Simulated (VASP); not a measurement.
# KI (P1) in VASP: notebook

Runs on KI. Level: r2SCAN. Tasks: single point.

All numbers are computed with VASP 6.6.1; they aren't measurements. Logs are shortened: lines on timing, memory, paths and dates and some standing lists are left out, and cuts for length are marked.

**1. The cell of the first run**

The typed cell holds 2 atoms: a = 5.609 Å, b = 5.609 Å, c = 5.609 Å, α = 60.00°, β = 60.00°, γ = 60.00°.

**2. Single point, r2SCAN**

Contents of POSCAR:

```
KI
1.0
    0.0000000000      3.9658942500      3.9658942500
    3.9658942500      0.0000000000      3.9658942500
    3.9658942500      3.9658942500      0.0000000000
K I
1 1
Direct
   -0.0022167762      0.0215218800     -0.0030322291
    0.2506830584      0.2433691972      0.2509341998
```

Contents of INCAR.step1:

```
ALGO = Normal
EDIFF = 1E-4
ENCUT = 520
GGA = PE
ISMEAR = -1
LASPH = T
LCHARG = F
LREAL = F
LWAVE = T
NBANDS = 15
NELM = 80
PREC = Accurate
SIGMA = 0.19
```

Contents of INCAR.step2:

```
ALGO = Normal
EDIFF = 1E-6
ENCUT = 520
ISIF = 2
ISMEAR = -1
ISTART = 1
LASPH = T
LCHARG = F
LMIXTAU = T
LREAL = F
LWAVE = F
METAGGA = R2SCAN
NBANDS = 15
NELM = 80
PREC = Accurate
SIGMA = 0.19
```

Contents of KPOINTS:

```
k-points
0
Gamma
  4 4 4
```

Potentials or basis: VASP PAW PBE potentials, release 64 (K_sv, I).

Launch:

```console
> cat potpaw_PBE.64/K_sv/POTCAR potpaw_PBE.64/I/POTCAR > POTCAR
> cp INCAR.step1 INCAR
> mpirun -np 1 vasp_std > vasp.out
> cp INCAR.step2 INCAR
> mpirun -np 1 vasp_std > vasp.out
```

OUTCAR:

```text
EDIFF = 1E-6
   ENCUT = 520
   ISIF = 2
   ISMEAR = -1
   ISTART = 1
   LASPH = T
   LREAL = F
   METAGGA = R2SCAN
   NELM = 80
   PREC = Accurate

 ion  position               nearest neighbor table
   1  0.998  0.022  0.997-   2 3.34   2 3.42   2 3.42   2 3.56
   2  0.251  0.243  0.251-   1 3.34   1 3.42   1 3.42   1 3.56

  LATTYP: Found a face centered cubic cell.
 ALAT       =     7.9317885000

  Lattice vectors:

 A1 = (   0.0000000000,   3.9658942500,   3.9658942500)
 A2 = (   3.9658942500,   0.0000000000,   3.9658942500)
 A3 = (   3.9658942500,   3.9658942500,   0.0000000000)

Analysis of symmetry for initial positions (statically):
=====================================================================
 Subroutine PRICEL returns:
 Original cell was already a primitive cell.

 Routine SETGRP: Setting up the symmetry group for a
 face centered cubic supercell.

 Subroutine GETGRP returns: Found  1 space group operations
 (whereof  1 operations were pure point group operations)
 out of a pool of 48 trial point group operations.

The static configuration has the point symmetry C_1 .

Analysis of symmetry for dynamics (positions and initial velocities):
=====================================================================
 Subroutine PRICEL returns:
 Original cell was already a primitive cell.

 Routine SETGRP: Setting up the symmetry group for a
 face centered cubic supercell.

 Subroutine GETGRP returns: Found  1 space group operations
 (whereof  1 operations were pure point group operations)
 out of a pool of 48 trial point group operations.

The dynamic configuration has the point symmetry C_1 .

 Subroutine INISYM returns: Found  1 space group operations
 (whereof  1 operations are pure point group operations),
 and found     1 'primitive' translations

----------------------------------------------------------------------------------------

                                     Primitive cell

  volume of cell :     124.7537

  direct lattice vectors                    reciprocal lattice vectors
     0.000000000  3.965894250  3.965894250    -0.126074970  0.126074970  0.126074970
     3.965894250  0.000000000  3.965894250     0.126074970 -0.126074970  0.126074970
     3.965894250  3.965894250  0.000000000     0.126074970  0.126074970 -0.126074970

  length of vectors
     5.608621435  5.608621435  5.608621435     0.218368254  0.218368254  0.218368254

  position of ions in fractional coordinates (direct lattice)
     0.997783224  0.021521880  0.996967771
     0.250683058  0.243369197  0.250934200

  ion indices of the primitive-cell ions
   primitive index   ion index
                 1           1
                 2           2

----------------------------------------------------------------------------------------

 KPOINTS: k-points

Automatic generation of k-mesh.
 Grid dimensions read from file:
 generate k-points for:    4    4    4

 Generating k-lattice:

  Cartesian coordinates                     Fractional coordinates (reciprocal lattice)
    -0.031518743  0.031518743  0.031518743     0.250000000  0.000000000  0.000000000
     0.031518743 -0.031518743  0.031518743     0.000000000  0.250000000  0.000000000
     0.031518743  0.031518743 -0.031518743     0.000000000  0.000000000  0.250000000

  Length of vectors
     0.054592064  0.054592064  0.054592064

  Shift w.r.t. Gamma in fractional coordinates (k-lattice)
     0.000000000  0.000000000  0.000000000

 Subroutine IBZKPT returns following result:
 ===========================================

 Found     36 irreducible k-points:

 Following reciprocal coordinates:
            Coordinates               Weight
  0.000000  0.000000  0.000000      1.000000
  0.250000  0.000000  0.000000      2.000000
  0.000000  0.250000  0.000000      2.000000
  0.000000  0.000000  0.250000      2.000000
  0.250000  0.250000  0.250000      2.000000
  0.500000  0.000000  0.000000      1.000000
[... 16 lines left out ...]
  0.250000  0.500000  0.500000      2.000000
  0.500000  0.000000  0.250000      2.000000
 [... further k-points ...]
   k-points           NKPTS =     36   k-points in BZ     NKDIM =     36   number of bands    NBANDS=     15
   number of dos      NEDOS =    301   number of ions     NIONS =      2
   total plane-waves  NPLWV =  74088
   dimension x,y,z NGX =    42 NGY =   42 NGZ =   42
   dimension x,y,z NGXF=    84 NGYF=   84 NGZF=   84
   ions per type =               1   1
   NGX,Y,Z   is equivalent  to a cutoff of  12.45, 12.45, 12.45 a.u.
   NGXF,Y,Z  is equivalent  to a cutoff of  24.90, 24.90, 24.90 a.u.
 SYSTEM =  unknown system
   PREC   = accura    normal or accurate (medium, high low for compatibility)
   ISTART =      1    job   : 0-new  1-cont  2-samecut
   ICHARG =      0    charge: 1-file 2-atom 10-const
   ISPIN  =      1    spin polarized calculation?
   LNONCOLLINEAR =      F non collinear calculations
   LSORBIT =      F    spin-orbit coupling
   LASPH  =      T    aspherical Exc in radial PAW
   ENCUT  =  520.0 eV  38.22 Ry    6.18 a.u.  10.43 10.43 10.43*2*pi/ulx,y,z
   NELM   =     80;   NELMIN=  2; NELMDL=  0     # of ELM steps
   EDIFF  = 0.1E-05   stopping-criterion for ELM
   LREAL  =      F    real-space projection
   EDIFFG = 0.1E-04   stopping-criterion for IOM
   NSW    =      0    number of steps for IOM
   IBRION =     -1    ionic relax: 0-MD 1-quasi-New 2-CG
   NFREE  =      0    steps in history (QN), initial steepest desc. (CG)
   ISIF   =      2    stress and relaxation
   ISYM   =      2    0-nonsym 1-usesym 2-fastsym
   POTIM  = 0.5000    time-step for ionic-motion
   TEBEG  =    0.0;   TEEND  =   0.0 temperature during run
   PSTRESS=    0.0 pullay stress
   NELECT =      16.0000    total number of electrons
   NUPDOWN=      -1.0000    fix difference up-down
   EMIN   =  10.00;   EMAX   =-10.00  energy-range for DOS
   EFERMI =   0.00;   METHOD = LEGACY
   ISMEAR =    -1;   SIGMA  =   0.19  broadening in eV -4-tet -1-fermi 0-gaus
   EFERMI_NEDOS =   21; number of points for ismear=-14 and -15
   IALGO  =     38    algorithm
   IMIX   =      4    mixing-type and parameters
     AMIX     =   0.40;   BMIX     =  1.00
     AMIX_MAG =   1.60;   BMIX_MAG =  1.00
  volume/ion in A,a.u.               =      62.38       420.94
  Fermi-wavevector in a.u.,A,eV,Ry     =   0.825589  1.560136  9.273684  0.681597
  Thomas-Fermi vector in A             =   1.937473
   LORBIT       =      0    0 simple, 1 ext, 2 COOP (PROOUT), +10 PAW based schemes
   METAGGA = R2SCAN    functional components
   LHFCALC =     F    Hartree Fock is set to
   AEXX    =    0.0000 exact exchange contribution
   IVDW    =     0    specifies the selected vdW correction
   LEPSILON=     F    determine dielectric tensor
   LRPA    =     F    only Hartree local field effects (RPA)
 non-spin polarized calculation
  energy-cutoff  :      520.00
  volume of cell :      124.75
 maximum number of plane-waves:      3383
 NGX is ok and might be reduce to    42
   NGX = 21   NGY = 21   NGZ = 21

 number of electron      16.0000000 magnetization

 Free energy of the ion-electron system (eV)
  ---------------------------------------------------
  ext. energy  EPLUGINS =         0.00000000
  ---------------------------------------------------
  free energy    TOTEN  =       -33.70232235 eV

  energy without entropy =      -33.70230865  energy(sigma->0) =      -33.70231550

 E-fermi :   0.1550     XC(G=0):  -5.9631

 val. band max:       -2.4781168543   @ k =   0.0000   0.0000   0.0000
 cond. band min:       1.9586567699   @ k =   0.0000   0.0000   0.0000
 fundamental gap:      4.4367736242
 Fermi energy:         0.1550250888

 k-point     1 :       0.0000    0.0000    0.0000
  band No.  band energies     occupation
      1     -32.1461      2.00000
      2     -14.8712      2.00000
      3     -14.8646      2.00000
      4     -14.8640      2.00000
      5     -12.8240      2.00000
      6      -2.5330      2.00000
      7      -2.5173      2.00000
      8      -2.4781      2.00000
      9       1.9587      0.00015
     10       5.6840      0.00000
     11       5.6955      0.00000
     12       6.1561      0.00000
     13       6.3396      0.00000
     14       6.4133      0.00000
     15       7.3707      0.00000

 k-point     2 :       0.2500    0.0000    0.0000
  band No.  band energies     occupation
      1     -32.1458      2.00000
      2     -14.8967      2.00000
      3     -14.8716      2.00000
      4     -14.8658      2.00000
      5     -12.7704      2.00000
      6      -2.7656      2.00000
      7      -2.5254      2.00000
      8      -2.4948      2.00000
      9       2.7675      0.00000
     10       5.2753      0.00000
     11       5.3328      0.00000
     12       5.5200      0.00000
     13       6.5591      0.00000
     14       6.7299      0.00000
     15       6.7939      0.00000

 k-point     3 :       0.0000    0.2500    0.0000
  band No.  band energies     occupation
      1     -32.1458      2.00000
      2     -14.8950      2.00000
      3     -14.8660      2.00000
      4     -14.8654      2.00000
      5     -12.7811      2.00000
      6      -2.7376      2.00000
      7      -2.5379      2.00000
      8      -2.5284      2.00000
      9       2.7843      0.00000
     10       5.3369      0.00000
     11       5.3693      0.00000
     12       5.5402      0.00000
     13       6.5489      0.00000
     14       6.7777      0.00000
     15       6.7932      0.00000
[... 343 lines left out ...]
 k-point    23 :       0.2500    0.5000    0.5000
  band No.  band energies     occupation
      1     -32.1455      2.00000
      2     -14.9338      2.00000
      3     -14.8752      2.00000
      4     -14.8720      2.00000
      5     -12.6964      2.00000
      6      -2.8967      2.00000
      7      -2.6385      2.00000
      8      -2.5264      2.00000
      9       3.5738      0.00000
     10       4.3427      0.00000
     11       5.3031      0.00000
     12       5.7842      0.00000
     13       6.7739      0.00000
     14       6.8840      0.00000
     15       7.4772      0.00000

 k-point    24 :       0.5000    0.0000    0.2500
  band No.  band energies     occupation
      1     -32.1455      2.00000
      2     -14.9303      2.00000
      3     -14.8751      2.00000
      4     -14.8719      2.00000
      5     -12.7014      2.00000
      6      -2.8921      2.00000
      7      -2.6414      2.00000
      8      -2.5386      2.00000
      9       3.5997      0.00000
     10       4.3610      0.00000
     11       5.3213      0.00000
     12       5.7630      0.00000
     13       6.8414      0.00000
     14       6.9096      0.00000
     15       7.4069      0.00000

 [... further k-points ...]

------------------------ aborting loop because EDIFF is reached ----------------------------------------

  FORCE on cell =-STRESS in cart. coord.  units (eV):
  Direction    XX          YY          ZZ          XY          YZ          ZX
  --------------------------------------------------------------------------------------
  -------------------------------------------------------------------------------------
  Total        0.0327153      0.0540693      0.0306385      0.2238632      0.2135946     -0.0226134
  in kB        0.4201535      0.6943978      0.3934813      2.8750136      2.7431373     -0.2904180
  external PRESSURE =       0.5026775 kB  Pullay stress =       0.0000000 kB

 VOLUME and BASIS-vectors are now :
 -----------------------------------------------------------------------------
  energy-cutoff  :      520.00
  volume of cell :      124.75
      direct lattice vectors                 reciprocal lattice vectors
     0.000000000  3.965894250  3.965894250    -0.126074970  0.126074970  0.126074970
     3.965894250  0.000000000  3.965894250     0.126074970 -0.126074970  0.126074970
     3.965894250  3.965894250  0.000000000     0.126074970  0.126074970 -0.126074970

 POSITION                                       TOTAL-FORCE (eV/Angst)
 -----------------------------------------------------------------------------------
      4.03922      7.91097      4.04246        -0.110127      0.000744     -0.115600
      1.96035      1.98936      1.95936         0.110127     -0.000744      0.115600
 -----------------------------------------------------------------------------------
    total drift:                                0.000983      0.000890      0.000988

  FREE ENERGIE OF THE ION-ELECTRON SYSTEM (eV)
  ---------------------------------------------------
  free  energy   TOTEN  =       -33.7023223515 eV

  energy  without entropy=      -33.7023086489  energy(sigma->0) =      -33.70231550
```

Run time: 5.7 min. Hardware: 1 thread of Intel Xeon 8259CL, shared host; peak memory 0.31 GiB.

Results:

```yaml
Free_energy: -33.7023 eV
Pressure: 0.1 GPa
Largest_force: 0.160 eV/Å
Band_gap_on_the_k_mesh: 4.44 eV
```

Forces on the atoms (eV/Å):
```
K   -0.110  0.001 -0.116
I    0.110 -0.001  0.116
```

Stress tensor (GPa, compression positive):
```
 0.04  0.29 -0.03
 0.29  0.07  0.27
-0.03  0.27  0.04
```

Caveat: the PAW data sets were made with another functional, which shifts forces and pressure a little; spin-orbit coupling is left out, which moves the levels of the heavy elements.

**3. Single point, r2SCAN**

Contents of POSCAR:

```
KI
1.0
    0.0000000000      3.9658942500      3.9658942500
    3.9658942500      0.0000000000      3.9658942500
    3.9658942500      3.9658942500      0.0000000000
K I
1 1
Direct
   -0.0044654494      0.0422967657     -0.0060595413
    0.2513758404      0.2369687492      0.2518667763
```

Contents of INCAR.step1:

```
SYSTEM = KI
ALGO = Normal ; EDIFF = 1E-4
ENCUT = 520 ; GGA = PE
ISMEAR = -1 ; LASPH = .TRUE.
LCHARG = .FALSE. ; LREAL = .FALSE.
LWAVE = .TRUE. ; NBANDS = 15
NELM = 100 ; PREC = Accurate
SIGMA = 0.19
```

Contents of INCAR.step2:

```
SYSTEM = KI
ALGO = Normal ; EDIFF = 1E-6
ENCUT = 520 ; ISIF = 2
ISMEAR = -1 ; ISTART = 1
LASPH = .TRUE. ; LCHARG = .TRUE.
LELF = .TRUE. ; LMIXTAU = .TRUE.
LREAL = .FALSE. ; LVHAR = .TRUE.
LWAVE = .FALSE. ; METAGGA = R2SCAN
NBANDS = 15 ; NELM = 100
PREC = Accurate ; SIGMA = 0.19
```

Contents of KPOINTS:

```
k-points
0
G
  4 4 4
  0 0 0
```

Potentials or basis: VASP PAW PBE potentials, release 64 (K_sv, I).

Launch:

```console
> cat potpaw_PBE.64/K_sv/POTCAR potpaw_PBE.64/I/POTCAR > POTCAR
> cp INCAR.step1 INCAR
> mpirun -np 1 vasp_std > vasp.out
> cp INCAR.step2 INCAR
> mpirun -np 1 vasp_std > vasp.out
```

Run time: 7.7 min. Hardware: 1 thread of Intel Xeon 8259CL, shared host; peak memory 0.31 GiB.

It converged, with:

* Free energy: -33.6721 eV
* Pressure: 0.2 GPa
* Largest force: 0.309 eV/Å
* Band gap on the k mesh: 4.40 eV

Forces in eV/Å, atoms in the order of the input:
```
K   -0.210 -0.056 -0.220
I    0.210  0.056  0.220
```

Stress tensor (GPa, compression positive):
```
0.15 0.56 0.03
0.56 0.26 0.54
0.03 0.54 0.14
```

Levels at points of the mesh, in eV from the valence-band top:
| k point | band 6 | band 7 | band 8 | band 9 | band 10 | band 11 |
| --- | --- | --- | --- | --- | --- | --- |
| (0.00, 0.00, 0.00) | -0.11 | -0.08 | 0.00 | 4.40 | 8.13 | 8.17 |
| (0.50, 0.00, 0.00) | -0.53 | -0.08 | -0.05 | 6.20 | 6.88 | 7.48 |
| (0.00, 0.50, 0.00) | -0.48 | -0.12 | -0.12 | 6.26 | 7.04 | 7.65 |
| (0.00, 0.00, 0.50) | -0.53 | -0.08 | -0.05 | 6.20 | 6.88 | 7.48 |
| (0.50, 0.50, 0.50) | -0.54 | -0.05 | -0.03 | 6.15 | 6.79 | 7.49 |
| (0.50, 0.50, 0.00) | -0.54 | -0.15 | -0.10 | 5.63 | 6.79 | 8.58 |
| (0.00, 0.50, 0.50) | -0.54 | -0.15 | -0.10 | 5.63 | 6.79 | 8.58 |
| (0.50, 0.00, 0.50) | -0.54 | -0.13 | -0.12 | 5.63 | 6.77 | 8.57 |

Caveat: the PAW data sets were made with another functional, which shifts forces and pressure a little; spin-orbit coupling is left out, which moves the levels of the heavy elements.
